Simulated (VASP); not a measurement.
# PbO2 (Fm-3m) in VASP: further runs, part 2 of 2

VASP 6.6.1.

**3. Single point, PBE, non-collinear spin, zero start, spin-orbit coupling**

Input file INCAR:

```
  PREC = Accurate
  ENCUT = 520
  EDIFF = 1E-6
  ISMEAR = -1
  SIGMA = 0.02
  LREAL = False
  LASPH = True
  NELM = 150
  ALGO = Normal
  ISIF = 2
  LWAVE = False
  LCHARG = False
  MAGMOM = 0 0 0 0 0 0 0 0 0
  LORBIT = 11
  LSORBIT = True
  GGA_COMPAT = False
  LORBMOM = True
  GGA = PE
  NBANDS = 39
```

Input file KPOINTS:

```
regular mesh
0
Gamma
  9 9 9
```

Input file POSCAR:

```
PbO2
1.0
    0.0000000000      2.7048413965      2.7048413965
    2.7048413965      0.0000000000      2.7048413965
    2.7048413965      2.7048413965      0.0000000000
Pb O
1 2
Direct
    0.0000000000      0.0000000000      0.0000000000
    0.2500000000      0.2500000000      0.2500000000
    0.7500000000      0.7500000000      0.7500000000
```

Potentials or basis: VASP PAW PBE potentials, release 64 (Pb_d, O).

Launch:

```
> cat potpaw_PBE.64/Pb_d/POTCAR potpaw_PBE.64/O/POTCAR > POTCAR
> mpirun -np 1 vasp_ncl > vasp.out
```

OUTCAR:

```text
PREC = Accurate
   ENCUT = 520
   EDIFF = 1E-6
   ISMEAR = -1
   LREAL = False
   LASPH = True
   NELM = 150
   ISIF = 2
   LORBIT = 11
   LSORBIT = True
   GGA = PE

 ion  position               nearest neighbor table
   1  0.000  0.000  0.000-   3 2.34   3 2.34   3 2.34   2 2.34   2 2.34   2 2.34   3 2.34   2 2.34

   2  0.250  0.250  0.250-   1 2.34   1 2.34   1 2.34   1 2.34
   3  0.750  0.750  0.750-   1 2.34   1 2.34   1 2.34   1 2.34

  LATTYP: Found a face centered cubic cell.
 ALAT       =     5.4096827930

  Lattice vectors:

 A1 = (   0.0000000000,   2.7048413965,   2.7048413965)
 A2 = (   2.7048413965,   0.0000000000,   2.7048413965)
 A3 = (   2.7048413965,   2.7048413965,   0.0000000000)

Analysis of symmetry for initial positions (statically):
=====================================================================
 Subroutine PRICEL returns:
 Original cell was already a primitive cell.

 Routine SETGRP: Setting up the symmetry group for a
 face centered cubic supercell.

 Subroutine GETGRP returns: Found 48 space group operations
 (whereof 48 operations were pure point group operations)
 out of a pool of 48 trial point group operations.

The static configuration has the point symmetry O_h .

Analysis of symmetry for dynamics (positions and initial velocities):
=====================================================================
 Subroutine PRICEL returns:
 Original cell was already a primitive cell.

 Routine SETGRP: Setting up the symmetry group for a
 face centered cubic supercell.

 Subroutine GETGRP returns: Found 48 space group operations
 (whereof 48 operations were pure point group operations)
 out of a pool of 48 trial point group operations.

The dynamic configuration has the point symmetry O_h .

Analysis of structural, dynamic, and magnetic symmetry:
=====================================================================
 Subroutine PRICEL returns:
[... 1196 lines left out ...]
  2        -0.000   0.000  -0.000
  3        -0.000   0.000  -0.000
 ----------------------------------------
           -0.000   0.000  -0.000

 orbital moment (y)

 # of ion     p       d       tot
 ----------------------------------------
  1         0.000  -0.000  -0.000
  2        -0.000   0.000  -0.000
  3        -0.000   0.000  -0.000
 ----------------------------------------
           -0.000  -0.000  -0.000

 orbital moment (z)

 # of ion     p       d       tot
 ----------------------------------------
  1         0.000   0.000   0.000
  2         0.000   0.000   0.000
  3         0.000   0.000   0.000
 ----------------------------------------
            0.000   0.000   0.000

 Spin-Orbit-Coupling matrix elements

 Ion:    1  E_soc:     -0.7075438
 l=   1
     0.0000000    -0.0541175    -0.0541175
    -0.0541175     0.0000000    -0.0541175
    -0.0541175    -0.0541175     0.0000000
 l=   2
     0.0000000    -0.0124293     0.0000000    -0.0124293    -0.0513772
    -0.0124293     0.0000000    -0.0385329    -0.0124293    -0.0128443
     0.0000000    -0.0385329     0.0000000    -0.0385329     0.0000000
    -0.0124293    -0.0124293    -0.0385329     0.0000000    -0.0128443
    -0.0513772    -0.0128443     0.0000000    -0.0128443     0.0000000
 l=   3
     0.0000000     0.0000000     0.0000000     0.0000000     0.0000000     0.0000000     0.0000000
     0.0000000     0.0000000     0.0000000     0.0000000     0.0000000     0.0000000     0.0000000
     0.0000000     0.0000000     0.0000000     0.0000000     0.0000000     0.0000000     0.0000000
     0.0000000     0.0000000     0.0000000     0.0000000     0.0000000     0.0000000     0.0000000
[... 29 lines left out ...]
 l=   2
     0.0000000     0.0000000     0.0000000     0.0000000     0.0000000
     0.0000000     0.0000000     0.0000000     0.0000000     0.0000000
     0.0000000     0.0000000     0.0000000     0.0000000     0.0000000
     0.0000000     0.0000000     0.0000000     0.0000000     0.0000000
     0.0000000     0.0000000     0.0000000     0.0000000     0.0000000
 l=   3
     0.0000000     0.0000000     0.0000000     0.0000000     0.0000000     0.0000000     0.0000000
     0.0000000     0.0000000     0.0000000     0.0000000     0.0000000     0.0000000     0.0000000
     0.0000000     0.0000000     0.0000000     0.0000000     0.0000000     0.0000000     0.0000000
     0.0000000     0.0000000     0.0000000     0.0000000     0.0000000     0.0000000     0.0000000
     0.0000000     0.0000000     0.0000000     0.0000000     0.0000000     0.0000000     0.0000000
     0.0000000     0.0000000     0.0000000     0.0000000     0.0000000     0.0000000     0.0000000
     0.0000000     0.0000000     0.0000000     0.0000000     0.0000000     0.0000000     0.0000000

 total charge

# of ion       s       p       d       tot
------------------------------------------
    1        1.055   0.670   9.979  11.704
    2        1.594   3.338   0.000   4.932
    3        1.594   3.338   0.000   4.932
--------------------------------------------------
tot          4.243   7.346   9.979  21.567

 magnetization (x)

# of ion       s       p       d       tot
------------------------------------------
    1        0.000  -0.000  -0.000  -0.000
    2        0.000  -0.000   0.000  -0.000
    3        0.000  -0.000   0.000  -0.000
--------------------------------------------------
tot          0.000  -0.000  -0.000  -0.000

 magnetization (y)

# of ion       s       p       d       tot
------------------------------------------
    1        0.000   0.000  -0.000  -0.000
    2        0.000   0.000   0.000   0.000
    3        0.000   0.000   0.000   0.000
--------------------------------------------------
tot          0.000   0.000  -0.000  -0.000

 magnetization (z)

# of ion       s       p       d       tot
------------------------------------------
    1       -0.000  -0.000  -0.000  -0.000
    2        0.000  -0.000   0.000  -0.000
    3        0.000   0.000   0.000   0.000
--------------------------------------------------
tot          0.000  -0.000  -0.000  -0.000
```

OSZICAR:

```text
N       E                     dE             d eps       ncg     rms          rms(c)
DAV:   1     0.338715869907E+03    0.33872E+03   -0.12468E+04  2754   0.165E+03
DAV:   2     0.294486500005E+02   -0.30927E+03   -0.28720E+03  2931   0.481E+02
DAV:   3    -0.163168639340E+02   -0.45766E+02   -0.44077E+02  3215   0.190E+02
DAV:   4    -0.185428394038E+02   -0.22260E+01   -0.22148E+01  3149   0.449E+01
DAV:   5    -0.186254369925E+02   -0.82598E-01   -0.82575E-01  3689   0.897E+00    0.945E+00
DAV:   6    -0.159539234269E+02    0.26715E+01   -0.67353E+00  4142   0.430E+01    0.289E+00
DAV:   7    -0.159629776060E+02   -0.90542E-02   -0.73692E-01  3388   0.949E+00    0.172E+00
DAV:   8    -0.159732013495E+02   -0.10224E-01   -0.20590E-01  3899   0.549E+00    0.104E+00
DAV:   9    -0.159550681704E+02    0.18133E-01   -0.37055E-02  4213   0.358E+00    0.157E-01
DAV:  10    -0.159563004871E+02   -0.12323E-02   -0.96066E-03  3045   0.696E-01    0.131E-01
DAV:  11    -0.159564095927E+02   -0.10911E-03   -0.19704E-04  3633   0.222E-01    0.625E-02
DAV:  12    -0.159563901985E+02    0.19394E-04   -0.11095E-04  3142   0.913E-02    0.188E-02
DAV:  13    -0.159563964438E+02   -0.62453E-05   -0.81026E-06  3268   0.291E-02    0.109E-02
DAV:  14    -0.159563956798E+02    0.76399E-06   -0.69535E-06  3387   0.281E-02
   1 F= -.15956396E+02 E0= -.15955531E+02  d E =-.172966E-02  mag=     0.0000     0.0000     0.0000
```

stdout:

```text
POSCAR found type information on POSCAR PbO
 POSCAR found :  2 types and       3 ions
 scaLAPACK will be used
 LDA part: xc-table for (Slater+PW92), standard interpolation
 POSCAR, INCAR and KPOINTS ok, starting setup
 FFT: planning ... GRIDC
 FFT: planning ... GRID_SOFT
 FFT: planning ... GRID
 WAVECAR not read
 entering main loop
```

It took 3 min on 1 thread of AMD EPYC 7R13, shared host; peak memory 0.25 GiB.

Results:

```yaml
Free_energy: -15.9564 eV
Pressure: -0.1 GPa
Net_moment: 0.00 μB per cell
Valence_electrons_inside_the_program's_atomic_spheres: Pb 11.70; O 4.93
```

Moments on the atoms (μB; x, y, z):
```
Pb  0.00 0.00 0.00
O   0.00 0.00 0.00
O   0.00 0.00 0.00
```
